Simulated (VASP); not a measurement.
# ScCu2 (I4/mmm) in VASP: further runs

Runs on ScCu2. Level: LDA. Tasks: single point.

All numbers are computed with VASP 6.6.1; they aren't measurements. Logs are shortened: lines on timing, memory, paths and dates and some standing lists are left out, and cuts for length are marked.

## 1. The cell of the first run

Symmetry: I4/mmm, No. 139, tetragonal system. Conventional cell: a = 3.214 Å, b = 3.214 Å, c = 8.110 Å, α = 90.00°, β = 90.00°, γ = 90.00°. Sc (site symmetry 4/mmm) has 10 Cu at 2.64 to 2.68 Å and 4 Sc at 3.21 Å within 3.5 Å. Cu (site symmetry 4mm) has 9 Cu at 2.58 to 3.21 Å and 5 Sc at 2.64 to 2.68 Å within 3.4 Å.

## 2. Single point, LDA

Contents of INCAR:

```
SYSTEM = ScCu2
PREC = Accurate ; ENCUT = 520
EDIFF = 1E-7 ; ISMEAR = -1
SIGMA = 0.05 ; LREAL = .False.
LASPH = .True. ; NELM = 100
ALGO = Normal ; ISIF = 2
LWAVE = .False. ; LCHARG = .False.
GGA = CA ; NBANDS = 24
```

Contents of KPOINTS:

```
regular mesh
0
Gamma
  17 17 17
  0 0 0
```

Contents of POSCAR:

```
ScCu2
1.0
   -1.6067629908      1.6067629908      4.0552160550
    1.6067629908     -1.6067629908      4.0552160550
    1.6067629908      1.6067629908     -4.0552160550
Sc Cu
1 2
Direct
    0.0000000000      0.0000000000      0.0000000000
    0.6741709561      0.6741709561      0.0000000000
    0.3258290439      0.3258290439      0.0000000000
```

Potentials or basis: VASP PAW LDA potentials, release 64 (Sc_sv, Cu).

Run with:

```sh
$ cat potpaw_LDA.64/Sc_sv/POTCAR potpaw_LDA.64/Cu/POTCAR > POTCAR
$ mpirun -np 1 vasp_std > vasp.out
```

OUTCAR:

```text
SYSTEM = ScCu2
   PREC = Accurate
   ENCUT = 520
   EDIFF = 1E-7
   ISMEAR = -1
   LREAL = .False.
   LASPH = .True.
   NELM = 100
   ISIF = 2
   GGA = CA

 ion  position               nearest neighbor table
   1  0.000  0.000  0.000-   2 2.64   3 2.64   3 2.68   2 2.68   2 2.68   2 2.68   2 2.68   3 2.68
                             3 2.68   3 2.68
   2  0.674  0.674  0.000-   3 2.58   3 2.58   3 2.58   3 2.58   1 2.64   1 2.68   1 2.68   1 2.68
                             1 2.68
   3  0.326  0.326  0.000-   2 2.58   2 2.58   2 2.58   2 2.58   1 2.64   1 2.68   1 2.68   1 2.68
                             1 2.68

  LATTYP: Found a body centered tetragonal cell.
 ALAT       =     3.2135259816
 C/A-ratio  =     2.5238420839

  Lattice vectors:

 A1 = (  -1.6067629908,   1.6067629908,   4.0552160550)
 A2 = (   1.6067629908,  -1.6067629908,   4.0552160550)
 A3 = (   1.6067629908,   1.6067629908,  -4.0552160550)

Analysis of symmetry for initial positions (statically):
=====================================================================
 Subroutine PRICEL returns:
 Original cell was already a primitive cell.

 Routine SETGRP: Setting up the symmetry group for a
 body centered tetragonal supercell.

 Subroutine GETGRP returns: Found 16 space group operations
 (whereof 16 operations were pure point group operations)
 out of a pool of 16 trial point group operations.

The static configuration has the point symmetry D_4h.

Analysis of symmetry for dynamics (positions and initial velocities):
=====================================================================
 Subroutine PRICEL returns:
 Original cell was already a primitive cell.

 Routine SETGRP: Setting up the symmetry group for a
 body centered tetragonal supercell.

 Subroutine GETGRP returns: Found 16 space group operations
 (whereof 16 operations were pure point group operations)
 out of a pool of 16 trial point group operations.

The dynamic configuration has the point symmetry D_4h.

 Subroutine INISYM returns: Found 16 space group operations
 (whereof 16 operations are pure point group operations),
 and found     1 'primitive' translations

----------------------------------------------------------------------------------------

                                     Primitive cell

  volume of cell :      41.8772

  direct lattice vectors                    reciprocal lattice vectors
    -1.606762991  1.606762991  4.055216055     0.000000000  0.311184663  0.123297993
[... 80 lines left out ...]
   ISTART =      0    job   : 0-new  1-cont  2-samecut
   ICHARG =      2    charge: 1-file 2-atom 10-const
   ISPIN  =      1    spin polarized calculation?
   LNONCOLLINEAR =      F non collinear calculations
   LSORBIT =      F    spin-orbit coupling
   LASPH  =      T    aspherical Exc in radial PAW
   ENCUT  =  520.0 eV  38.22 Ry    6.18 a.u.   8.64  8.64  8.64*2*pi/ulx,y,z
   NELM   =    100;   NELMIN=  2; NELMDL= -5     # of ELM steps
   EDIFF  = 0.1E-06   stopping-criterion for ELM
   LREAL  =      F    real-space projection
   EDIFFG = 0.1E-05   stopping-criterion for IOM
   NSW    =      0    number of steps for IOM
   IBRION =     -1    ionic relax: 0-MD 1-quasi-New 2-CG
   NFREE  =      0    steps in history (QN), initial steepest desc. (CG)
   ISIF   =      2    stress and relaxation
   ISYM   =      2    0-nonsym 1-usesym 2-fastsym
   POTIM  = 0.5000    time-step for ionic-motion
   TEBEG  =    0.0;   TEEND  =   0.0 temperature during run
   PSTRESS=    0.0 pullay stress
   NELECT =      33.0000    total number of electrons
   NUPDOWN=      -1.0000    fix difference up-down
   EMIN   =  10.00;   EMAX   =-10.00  energy-range for DOS
   EFERMI =   0.00;   METHOD = LEGACY
   ISMEAR =    -1;   SIGMA  =   0.05  broadening in eV -4-tet -1-fermi 0-gaus
   EFERMI_NEDOS =   21; number of points for ismear=-14 and -15
   IALGO  =     38    algorithm
   IMIX   =      4    mixing-type and parameters
     AMIX     =   0.40;   BMIX     =  1.00
     AMIX_MAG =   1.60;   BMIX_MAG =  1.00
  volume/ion in A,a.u.               =      13.96        94.20
  Fermi-wavevector in a.u.,A,eV,Ry     =   1.512122  2.857497 31.109912  2.286514
  Thomas-Fermi vector in A             =   2.622089
   LORBIT       =      0    0 simple, 1 ext, 2 COOP (PROOUT), +10 PAW based schemes
   GGA     = CA    functional components
   LHFCALC =     F    Hartree Fock is set to
   AEXX    =    0.0000 exact exchange contribution
   IVDW    =     0    specifies the selected vdW correction
   LEPSILON=     F    determine dielectric tensor
   LRPA    =     F    only Hartree local field effects (RPA)
 non-spin polarized calculation
  energy-cutoff  :      520.00
  volume of cell :       41.88
 maximum number of plane-waves:      1147
   NGX = 17   NGY = 17   NGZ = 17

 number of electron      33.0000003 magnetization

 Free energy of the ion-electron system (eV)
  ---------------------------------------------------
  ext. energy  EPLUGINS =         0.00000000
  ---------------------------------------------------
  free energy    TOTEN  =       -16.90836564 eV

  energy without entropy =      -16.89833698  energy(sigma->0) =      -16.90335131

 E-fermi :   6.6430     XC(G=0): -12.4013

 val. band max:        6.6366127739   @ k =  -0.1765  -0.4706   0.1765
 cond. band min:       6.6458212241   @ k =  -0.3529   0.1765  -0.0000
 fundamental gap:      0.0092084502
 Fermi energy:         6.6430213186

 k-point     1 :       0.0000    0.0000    0.0000
  band No.  band energies     occupation
      1     -41.8839      2.00000
      2     -20.9333      2.00000
      3     -20.7706      2.00000
      4     -20.7706      2.00000
      5      -1.4476      2.00000
      6       2.4391      2.00000
[... 637 lines left out ...]
     23      14.9700      0.00000
     24      16.0401      0.00000

 [... further k-points ...]
[... 5 lines left out ...]
  --------------------------------------------------------------------------------------
  -------------------------------------------------------------------------------------
  Total        0.1646373      0.1646373      0.2151271      0.0000000     -0.0000000      0.0000000
  in kB        6.2988508      6.2988508      8.2305362      0.0000000     -0.0000000      0.0000000
  external PRESSURE =       6.9427459 kB  Pullay stress =       0.0000000 kB

 VOLUME and BASIS-vectors are now :
 -----------------------------------------------------------------------------
  energy-cutoff  :      520.00
  volume of cell :       41.88
      direct lattice vectors                 reciprocal lattice vectors
    -1.606762991  1.606762991  4.055216055     0.000000000  0.311184663  0.123297993
     1.606762991 -1.606762991  4.055216055     0.311184663  0.000000000  0.123297993
     1.606762991  1.606762991 -4.055216055     0.311184663  0.311184663  0.000000000

 POSITION                                       TOTAL-FORCE (eV/Angst)
 -----------------------------------------------------------------------------------
      0.00000      0.00000      0.00000         0.000000      0.000000      0.000000
      0.00000      0.00000      5.46782        -0.000000     -0.000000      0.007089
      0.00000      0.00000      2.64261         0.000000      0.000000     -0.007089
 -----------------------------------------------------------------------------------
    total drift:                                0.000000      0.000000     -0.000000

  FREE ENERGIE OF THE ION-ELECTRON SYSTEM (eV)
  ---------------------------------------------------
  free  energy   TOTEN  =       -16.9083656419 eV

  energy  without entropy=      -16.8983369777  energy(sigma->0) =      -16.90335131
```

OSZICAR:

```text
N       E                     dE             d eps       ncg     rms          rms(c)
DAV:   1     0.269142957017E+03    0.26914E+03   -0.14003E+04 19848   0.202E+03
DAV:   2    -0.663254529654E+00   -0.26981E+03   -0.26015E+03 19472   0.441E+02
DAV:   3    -0.197209178803E+02   -0.19058E+02   -0.17878E+02 26400   0.155E+02
DAV:   4    -0.200852883483E+02   -0.36437E+00   -0.36327E+00 27584   0.239E+01
DAV:   5    -0.200920870227E+02   -0.67987E-02   -0.67982E-02 27328   0.281E+00    0.170E+01
DAV:   6    -0.198010351912E+02    0.29105E+00   -0.33265E+01 20744   0.135E+02    0.105E+01
DAV:   7    -0.169576119976E+02    0.28434E+01   -0.95603E+00 25896   0.677E+01    0.153E+00
DAV:   8    -0.169487876461E+02    0.88244E-02   -0.55121E-01 33128   0.897E+00    0.158E+00
DAV:   9    -0.169141527591E+02    0.34635E-01   -0.12352E-01 29768   0.823E+00    0.344E-01
DAV:  10    -0.169083923448E+02    0.57604E-02   -0.11014E-02 32584   0.184E+00    0.480E-02
DAV:  11    -0.169083645110E+02    0.27834E-04   -0.39000E-04 30632   0.175E-01    0.199E-02
DAV:  12    -0.169083687428E+02   -0.42319E-05   -0.49630E-05 29760   0.118E-01    0.137E-02
DAV:  13    -0.169083660181E+02    0.27247E-05   -0.19799E-05 29120   0.961E-02    0.557E-03
DAV:  14    -0.169083656389E+02    0.37918E-06   -0.19572E-06 27432   0.316E-02    0.781E-04
DAV:  15    -0.169083656419E+02   -0.30072E-08   -0.89411E-08 12448   0.465E-03
   1 F= -.16908366E+02 E0= -.16903351E+02  d E =-.100287E-01
```

stdout:

```text
POSCAR found type information on POSCAR ScCu
 POSCAR found :  2 types and       3 ions
 scaLAPACK will be used
 LDA part: xc-table for (Slater(with rela. corr.)+CA(PZ))
 , standard interpolation
 POSCAR, INCAR and KPOINTS ok, starting setup
 FFT: planning ... GRIDC
 FFT: planning ... GRID_SOFT
 FFT: planning ... GRID
 WAVECAR not read
 entering main loop
```

Wall time 7.3 min (1 thread of AMD EPYC 9R45 (Zen 5), shared host); peak memory 0.45 GiB.

Results:

```yaml
Free_energy: -16.9084 eV
Pressure: 0.7 GPa
Largest_force: 0.007 eV/Å
Band_gap_on_the_k_mesh: zero (an odd number of electrons rules out a gap without spin polarisation)
```

Forces in eV/Å, atoms in the order of the input:
```
Sc   0.000  0.000  0.000
Cu   0.000  0.000  0.007
Cu   0.000  0.000 -0.007
```

Levels at points of the mesh, in eV from the Fermi level:
| k point | band 12 | band 13 | band 14 | band 15 | band 16 | band 17 | band 18 | band 19 | band 20 | band 21 |
| --- | --- | --- | --- | --- | --- | --- | --- | --- | --- | --- |
| (0.00, 0.00, 0.00) | -3.28 | -3.14 | -3.14 | -2.52 | -0.97 | 0.75 | 1.78 | 1.78 | 2.79 | 3.59 |

(Part 1 of 2 ends here.)
